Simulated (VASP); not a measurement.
Input of a VASP 6.6.1 run:

The input INCAR:

```
SYSTEM = CoO
  PREC = Accurate
  ENCUT = 600
  EDIFF = 1E-6
  ISMEAR = 0
  SIGMA = 0.05
  LREAL = .False.
  LASPH = .True.
  NELM = 200
  ALGO = Normal
  ISIF = 2
  LWAVE = .False.
  LCHARG = .False.
  ISPIN = 2
  MAGMOM = 2.94 0.1
  LORBIT = 11
  LMAXMIX = 4
  LDAU = .True.
  LDAUTYPE = 2
  LDAUL = 2 -1
  LDAUU = 8 0
  LDAUJ = 0 0
  LDAUPRINT = 1
  GGA = PE
  NBANDS = 22
  GGA_COMPAT = .False.
```

KPOINTS

```
Automatic mesh
0
Gamma
  8 8 8
  0 0 0
```

Contents of POSCAR:

```
CoO
1.0
    0.0000000000      2.1315016600      2.1315016600
    2.1315016600      0.0000000000      2.1315016600
    2.1315016600      2.1315016600      0.0000000000
Co O
1 1
Direct
    0.0000000000      0.0000000000      0.0000000000
    0.5000000000      0.5000000000      0.5000000000
```

Potentials or basis: VASP PAW PBE potentials, release 64 (Co_sv, O).

The run is started by

```sh
$ cat potpaw_PBE.64/Co_sv/POTCAR potpaw_PBE.64/O/POTCAR > POTCAR
$ mpirun -np 1 vasp_std > vasp.out
```

(1) Predict the pressure.

(2) Estimate the band gap on the k mesh.

(3) Predict the net moment.

(4) Predict the site moments.

Answers

(1) -0.9 GPa.

(2) zero (filled and empty bands overlap).

(3) 3.00 μB per cell.

(4) Co +2.80; O +0.20 μB.

Caveat: a cell with one magnetic atom can't hold antiferromagnetic order, which such compounds often take.
